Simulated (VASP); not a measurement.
## Ta: relaxation of cell and atoms with r2SCAN

Crystal: Ta.

```xyz
1
Lattice="-1.6527 1.6527 1.6527 1.6527 -1.6527 1.6527 1.6527 1.6527 -1.6527" Properties=species:S:1:pos:R:3 pbc="T T T"
Ta    0.0000    0.0000    0.0000
```

- Program: VASP 6.6.1
- Task: relaxation of cell and atoms
- Functional: r2SCAN
- Potentials or basis: VASP PAW PBE potentials, release 64 (Ta_pv)
- Cutoff: 600 eV
- k mesh: 24 × 24 × 24
- Occupations: fermi-dirac, width 0.08 eV
- Spin: no spin polarisation
- Target pressure: 7 GPa
- Dipole correction: no
- Further INCAR settings: ALGO = Normal; EDIFF = 1e-07; IBRION = 2; EDIFFG = -0.002; NSW = 100; ISIF = 3

| Quantity | Value |
| --- | --- |
| Relaxed volume | 17.53 Å³/atom |
| Relaxed cell | a = 2.835 Å, b = 2.835 Å, c = 2.835 Å, α = 109.47°, β = 109.47°, γ = 109.47° |
| Space group after relaxing (to 0.1 Å) | Im-3m (No. 229) |
| Energy change on relaxing (the run minimises the enthalpy) | +12.2 meV/atom |
| Ionic steps | 4 |
| Pressure after relaxing | 7.0 GPa |
| Band gap on the k mesh | zero (an odd number of electrons rules out a gap without spin polarisation) |

Step by step:
```csv
step,energy change (eV),largest force (eV/Å),pressure (GPa),volume (Å³)
1,0.0000,0.0000,0.61,18.06
2,0.1445,0.0000,27.02,16.24
3,0.0116,0.0000,6.82,17.55
4,0.0122,0.0000,6.98,17.53
```

Final structure:
```
CELL_PARAMETERS angstrom
-1.63655 1.63655 1.63655
1.63655 -1.63655 1.63655
1.63655 1.63655 -1.63655
ATOMIC_POSITIONS crystal
Ta 0.00000 0.00000 0.00000
```

Levels at points of the mesh, in eV from the Fermi level:
```csv
k point,band 4,band 5,band 6,band 7,band 8,band 9
"(0.00, 0.00, 0.00)",-8.43,0.84,0.84,0.84,4.43,4.43
"(0.50, 0.00, 0.00)",-4.68,-1.65,1.61,4.32,5.42,8.36
"(0.50, 0.50, 0.50)",-4.12,-4.12,7.34,7.34,7.34,9.28
```

Wall time 11 min on 1 thread of Intel(R) Xeon(R) Platinum 8259CL CPU @ 2.50GHz (Skylake/Cascade Lake), with other jobs on the host, peak memory 0.24 GiB.

Caveat: the cell is relaxed towards a set pressure, so the run minimises the enthalpy, not the energy; the PAW data sets were made with another functional, which shifts forces and pressure a little; spin-orbit coupling is left out, which moves the levels of the heavy elements.
